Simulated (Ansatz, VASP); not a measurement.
**TiC: VASP beside Ansatz**

```
Ti C
1.0
     0.00000    2.19422    2.19422
     2.19422    0.00000    2.19422
     2.19422    2.19422    0.00000
Ti C
1 1
Direct
  0.00000 0.00000 0.00000
  0.50000 0.50000 0.50000
```

Alike in both runs: task single point; functional HSE06; k mesh 6 × 6 × 6; occupations fermi-dirac, width 0.05 eV; no spin polarisation.

|  | VASP | Ansatz |
| --- | --- | --- |
| version | VASP 6.6.1 | Ansatz 0.2.0 |
| potentials or method | VASP PAW PBE potentials, release 64 (Ti_sv, C) | Ansatz PAW |
| plane-wave cutoff (eV) | 520 | 420 |
| valence electrons in the cell | 16 | 16 |

Ansatz gave:

```
gap on the k mesh at the Fermi level (eV) : none
pressure (GPa)                            : -14.0
```

Q: What did VASP give for the same quantities?

A: gap on the k mesh at the Fermi level (eV): none; pressure (GPa): -13.9.

A gap of «none» marks a metal or a gap that the smearing closes. The functional is the same, so the differences come from potentials, cutoffs and numerics.

The k mesh is coarse, so the values compare programs but aren't converged.
